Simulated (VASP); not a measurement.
# Ti2B2Os (P6/mmm) in VASP: single point with PBE

Aim: the single point of Ti2B2Os with PBE.

Program: VASP 6.6.1. These are calculated values, not measurements. Logs are shortened: lines on timing, memory, paths and dates and some standing lists are left out, and cuts for length are marked.

## 1. The cell of the first run

It takes space group P6/mmm (No. 191, hexagonal). The conventional cell has a = 3.889 Å, b = 3.889 Å, c = 5.422 Å, α = 90.00°, β = 90.00°, γ = 120.00°. Ti (site symmetry -6m2) has 3 Ti at 2.25 Å and 6 B at 2.49 Å within 3.0 Å. B (site symmetry 6mm) has 1 Os at 1.64 Å and 1 B at 2.14 Å within 2.2 Å. Os (site symmetry 6/mmm) has 2 B at 1.64 Å within 2.2 Å.

The cell was generated, and may not be a known phase.

## 2. Single point, PBE

The input, INCAR:

```
PREC = Accurate ; ENCUT = 560
EDIFF = 1E-6 ; ISMEAR = 0
SIGMA = 0.1 ; LREAL = F
LASPH = T ; NELM = 120
ALGO = Normal ; ISIF = 2
LWAVE = F ; LCHARG = F
GGA = PE ; NBANDS = 31
GGA_COMPAT = F
```

The input, KPOINTS:

```
Automatic mesh
0
Gamma
  6 6 4
```

The input, POSCAR:

```
Ti2B2Os
1.0
    3.8889686000      0.0000000000      0.0000000000
   -1.9444843000      3.3679456000      0.0000000000
    0.0000000000      0.0000000000      5.4224827100
Ti B Os
2 2 1
Direct
    0.3333333300      0.6666666700      0.5000000000
    0.6666666700      0.3333333300      0.5000000000
    0.0000000000      0.0000000000      0.3028797600
    0.0000000000      0.0000000000      0.6971202400
    0.0000000000      0.0000000000      0.0000000000
```

Potentials or basis: VASP PAW PBE potentials, release 64 (Ti_sv, B, Os_sv_GW).

Started as:

```console
cat potpaw_PBE.64/Ti_sv/POTCAR potpaw_PBE.64/B/POTCAR potpaw_PBE.64/Os_sv_GW/POTCAR > POTCAR
mpirun -np 1 vasp_std > vasp.out
```

OUTCAR:

```text
PREC = Accurate
   ENCUT = 560
   EDIFF = 1E-6
   ISMEAR = 0
   LREAL = F
   LASPH = T
   NELM = 120
   ISIF = 2
   GGA = PE

 ion  position               nearest neighbor table
   1  0.333  0.667  0.500-   2 2.25   2 2.25   2 2.25   4 2.49   3 2.49   4 2.49   3 2.49   4 2.49
                             3 2.49
   2  0.667  0.333  0.500-   1 2.25   1 2.25   1 2.25   4 2.49   3 2.49   3 2.49   4 2.49   3 2.49
                             4 2.49
   3  0.000  0.000  0.303-   5 1.64   4 2.14   1 2.49   2 2.49   1 2.49   2 2.49   2 2.49   1 2.49

   4  0.000  0.000  0.697-   5 1.64   3 2.14   1 2.49   2 2.49   1 2.49   2 2.49   2 2.49   1 2.49

   5  0.000  0.000  0.000-   3 1.64   4 1.64

  LATTYP: Found a hexagonal cell.
 ALAT       =     3.8889686000
 C/A-ratio  =     1.3943241172

  Lattice vectors:

 A1 = (   3.8889686000,   0.0000000000,   0.0000000000)
 A2 = (  -1.9444843000,   3.3679456000,   0.0000000000)
 A3 = (   0.0000000000,   0.0000000000,   5.4224827100)

Analysis of symmetry for initial positions (statically):
=====================================================================
 Subroutine PRICEL returns:
 Original cell was already a primitive cell.

 Routine SETGRP: Setting up the symmetry group for a
 hexagonal supercell.

 Subroutine GETGRP returns: Found 24 space group operations
 (whereof 24 operations were pure point group operations)
 out of a pool of 24 trial point group operations.

The static configuration has the point symmetry D_6h.

Analysis of symmetry for dynamics (positions and initial velocities):
=====================================================================
 Subroutine PRICEL returns:
 Original cell was already a primitive cell.

 Routine SETGRP: Setting up the symmetry group for a
 hexagonal supercell.

 Subroutine GETGRP returns: Found 24 space group operations
 (whereof 24 operations were pure point group operations)
 out of a pool of 24 trial point group operations.

The dynamic configuration has the point symmetry D_6h.

 Subroutine INISYM returns: Found 24 space group operations
 (whereof 24 operations are pure point group operations),
 and found     1 'primitive' translations

----------------------------------------------------------------------------------------

[... 93 lines left out ...]
   NELM   =    120;   NELMIN=  2; NELMDL= -5     # of ELM steps
   EDIFF  = 0.1E-05   stopping-criterion for ELM
   LREAL  =      F    real-space projection
   EDIFFG = 0.1E-04   stopping-criterion for IOM
   NSW    =      0    number of steps for IOM
   IBRION =     -1    ionic relax: 0-MD 1-quasi-New 2-CG
   NFREE  =      0    steps in history (QN), initial steepest desc. (CG)
   ISIF   =      2    stress and relaxation
   ISYM   =      2    0-nonsym 1-usesym 2-fastsym
   POTIM  = 0.5000    time-step for ionic-motion
   TEBEG  =    0.0;   TEEND  =   0.0 temperature during run
   PSTRESS=    0.0 pullay stress
   NELECT =      46.0000    total number of electrons
   NUPDOWN=      -1.0000    fix difference up-down
   EMIN   =  10.00;   EMAX   =-10.00  energy-range for DOS
   EFERMI =   0.00;   METHOD = LEGACY
   ISMEAR =     0;   SIGMA  =   0.10  broadening in eV -4-tet -1-fermi 0-gaus
   EFERMI_NEDOS =   21; number of points for ismear=-14 and -15
   IALGO  =     38    algorithm
   IMIX   =      4    mixing-type and parameters
     AMIX     =   0.40;   BMIX     =  1.00
     AMIX_MAG =   1.60;   BMIX_MAG =  1.00
  volume/ion in A,a.u.               =      14.20        95.86
  Fermi-wavevector in a.u.,A,eV,Ry     =   1.416429  2.676663 27.296985  2.006272
  Thomas-Fermi vector in A             =   2.537765
   LORBIT       =      0    0 simple, 1 ext, 2 COOP (PROOUT), +10 PAW based schemes
   GGA     = PE    functional components
   LHFCALC =     F    Hartree Fock is set to
   AEXX    =    0.0000 exact exchange contribution
   IVDW    =     0    specifies the selected vdW correction
   LEPSILON=     F    determine dielectric tensor
   LRPA    =     F    only Hartree local field effects (RPA)
 non-spin polarized calculation
 Gauss-broadening in eV      SIGMA  =   0.10
  energy-cutoff  :      560.00
  volume of cell :       71.02
 maximum number of plane-waves:      2162
 NGX is ok and might be reduce to    30
   NGX = 15   NGY = 15   NGZ = 21

 number of electron      46.0000000 magnetization

 Free energy of the ion-electron system (eV)
  ---------------------------------------------------
  ext. energy  EPLUGINS =         0.00000000
  ---------------------------------------------------
  free energy    TOTEN  =       -31.93568337 eV

  energy without entropy =      -31.90143700  energy(sigma->0) =      -31.91856019

 E-fermi :   7.1160     XC(G=0): -11.3403

 val. band max:        7.1055167276   @ k =   0.1667  -0.0000   0.0000
 cond. band min:       7.1270643150   @ k =   0.5000   0.0000   0.5000
 fundamental gap:      0.0215475874
 Fermi energy:         7.1160480731

 k-point     1 :       0.0000    0.0000    0.0000
  band No.  band energies     occupation
      1     -78.6155      2.00000
      2     -49.6824      2.00000
      3     -48.7947      2.00000
      4     -39.3267      2.00000
      5     -37.7194      2.00000
      6     -37.7194      2.00000
[... 703 lines left out ...]
     30       9.2477      0.00000
     31      10.8511      0.00000

------------------------ aborting loop because EDIFF is reached ----------------------------------------

  FORCE on cell =-STRESS in cart. coord.  units (eV):
  Direction    XX          YY          ZZ          XY          YZ          ZX
  --------------------------------------------------------------------------------------
  -------------------------------------------------------------------------------------
  Total        2.8331879      2.8331879     29.1757496      0.0000000      0.0000000      0.0000000
  in kB       63.9128632     63.9128631    658.1652139      0.0000000      0.0000000      0.0000000
  external PRESSURE =     261.9969801 kB  Pullay stress =       0.0000000 kB

 VOLUME and BASIS-vectors are now :
 -----------------------------------------------------------------------------
  energy-cutoff  :      560.00
  volume of cell :       71.02
      direct lattice vectors                 reciprocal lattice vectors
     3.888968600  0.000000000  0.000000000     0.257137587  0.148458455  0.000000000
    -1.944484300  3.367945600  0.000000000     0.000000000  0.296916910  0.000000000
     0.000000000  0.000000000  5.422482710     0.000000000  0.000000000  0.184417370

 POSITION                                       TOTAL-FORCE (eV/Angst)
 -----------------------------------------------------------------------------------
     -0.00000      2.24530      2.71124         0.000000      0.000000     -0.000000
      1.94448      1.12265      2.71124        -0.000000     -0.000000      0.000000
      0.00000      0.00000      1.64236        -0.000000     -0.000000     14.229017
      0.00000      0.00000      3.78012        -0.000000      0.000000    -14.229017
      0.00000      0.00000      0.00000        -0.000000      0.000000      0.000000
 -----------------------------------------------------------------------------------
    total drift:                               -0.000000      0.000000      0.000000

  FREE ENERGIE OF THE ION-ELECTRON SYSTEM (eV)
  ---------------------------------------------------
  free  energy   TOTEN  =       -31.9356833690 eV

  energy  without entropy=      -31.9014370018  energy(sigma->0) =      -31.91856019
```

OSZICAR:

```text
N       E                     dE             d eps       ncg     rms          rms(c)
DAV:   1     0.696324112738E+03    0.69632E+03   -0.24624E+04  1302   0.180E+03
[... 19 lines left out ...]
DAV:  21    -0.319363884239E+02   -0.23475E-03   -0.16853E-02  1714   0.694E-01    0.754E-01
DAV:  22    -0.319359733691E+02    0.41505E-03   -0.80550E-04  1499   0.195E-01    0.502E-01
DAV:  23    -0.319357256194E+02    0.24775E-03   -0.54724E-04  1575   0.123E-01    0.186E-01
DAV:  24    -0.319356854592E+02    0.40160E-04   -0.12564E-04  1715   0.635E-02    0.735E-02
DAV:  25    -0.319356824254E+02    0.30338E-05   -0.20761E-05  1691   0.266E-02    0.196E-02
DAV:  26    -0.319356838000E+02   -0.13746E-05   -0.27339E-06  1111   0.797E-03    0.156E-02
DAV:  27    -0.319356833690E+02    0.43103E-06   -0.65697E-07   777   0.466E-03
   1 F= -.31935683E+02 E0= -.31918560E+02  d E =-.342464E-01
```

It took 60 s on 1 thread of AMD EPYC 9R45 (Zen 5), shared host; peak memory 0.19 GiB.

Results:

```yaml
Free_energy: -31.9357 eV
Pressure: 26.2 GPa
Largest_force: 14.229 eV/Å
Band_gap_on_the_k_mesh: zero (bands 23 and 24 overlap by 0.58 eV)
```

Forces on the atoms (eV/Å):
```
Ti    0.000   0.000   0.000
Ti    0.000   0.000   0.000
B     0.000   0.000  14.229
B     0.000   0.000 -14.229
Os    0.000   0.000   0.000
```

Stress tensor (GPa, compression positive):
```
 6.39  0.00  0.00
 0.00  6.39  0.00
 0.00  0.00 65.82
```

Caveat: the stress differs along the axes, from 6 to 66 GPa; spin-orbit coupling is left out, which moves the levels of the heavy elements; forces of over 1 eV/Å act on the atoms, so gaps and moduli don't describe the material at rest.

The gap in the log of VASP goes by the Fermi energy; the results here count the filled bands.